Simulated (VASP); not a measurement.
Runs of VASP 6.6.1 on B. The structure is that of space group P6_3/mmc (No. 194), or close to it. The cells are those of the table. This isn't the form of B at room conditions, which is rhombohedral.

```csv
task,cell,k mesh,cutoff (eV),gap on the mesh (eV),pressure (GPa),relaxed volume (Å³/atom)
relaxation of cell and atoms,"relaxed from a = 2.213, b = 2.213, c = 3.592 Å, angles 90.0, 90.0, 120.0°, 2 atoms",9 × 9 × 6,550,none,0.3,7.94
single point,"a = 1.699, b = 1.699, c = 8.008 Å, angles 90.0, 90.0, 120.0°, 2 atoms",9 × 9 × 6,550,none,0.1,-
single point,"a = 1.706, b = 1.706, c = 7.439 Å, angles 90.0, 90.0, 120.0°, 2 atoms",36 × 36 × 8,520,none,0.1,-
relaxation of cell and atoms,"relaxed from a = 1.699, b = 1.699, c = 8.008 Å, angles 90.0, 90.0, 120.0°, 2 atoms",36 × 36 × 8,550,none,0.0,(a)
```

Alike in all rows: level r2SCAN; potentials or basis VASP PAW PBE potentials, release 64 (B); no spin polarisation; smearing gaussian 0.1 eV.

Question: Estimate the missing entries.

Answer: (a) 9.32.

Caveats: some runs use coarse meshes; the PAW data sets were made with another functional, which shifts forces and pressure a little; a cell axis changed by over 15 % at a fixed basis, so the end point is rough (at least some runs).

A gap of «none» marks levels without a gap at the run's occupations.
